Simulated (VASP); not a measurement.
A run of VASP 6.6.1 is set up as follows.

The input INCAR:

```
SYSTEM = Ca
PREC     = Accurate       ! precision mode
ENCUT    = 520            ! plane-wave cutoff, eV
EDIFF    = 1E-6           ! SCF threshold, eV
ISMEAR   = 0              ! smearing method
SIGMA    = 0.15           ! smearing width, eV
LREAL    = .False.        ! projectors in reciprocal space
LASPH    = .True.         ! aspherical terms in the spheres
NELM     = 100            ! most SCF steps
ALGO     = Normal         ! electronic algorithm
ISIF     = 2              ! what is computed and relaxed
LWAVE    = .False.        ! write WAVECAR
LCHARG   = .False.        ! write CHGCAR
GGA      = PE             ! functional
NBANDS   = 11             ! bands
```

The input KPOINTS:

```
Automatic mesh
0
Gamma
  14 14 14
  0 0 0
```

The input POSCAR:

```
Ca
1.0
    0.0000000000      2.7942000000      2.7522870000
    2.7942000000      0.0000000000      2.7522870000
    2.7942000000      2.7942000000      0.0000000000
Ca
1
Direct
    0.0000000000      0.0000000000      0.0000000000
```

Potentials or basis: VASP PAW PBE potentials, release 64 (Ca_sv).

Run with:

```sh
$ cat potpaw_PBE.64/Ca_sv/POTCAR > POTCAR
$ mpirun -np 1 vasp_std > vasp.out
```

(1) Predict the pressure.

(2) Predict the band gap on the k mesh.

## Answers

(1) -0.3 GPa.

(2) zero (band 5 reaches 2.06 eV, above the bottom of band 6 at 1.71 eV).

Caveat: the cell differs from its parent crystal (strain +0.000 along x and y, -0.015 along z).
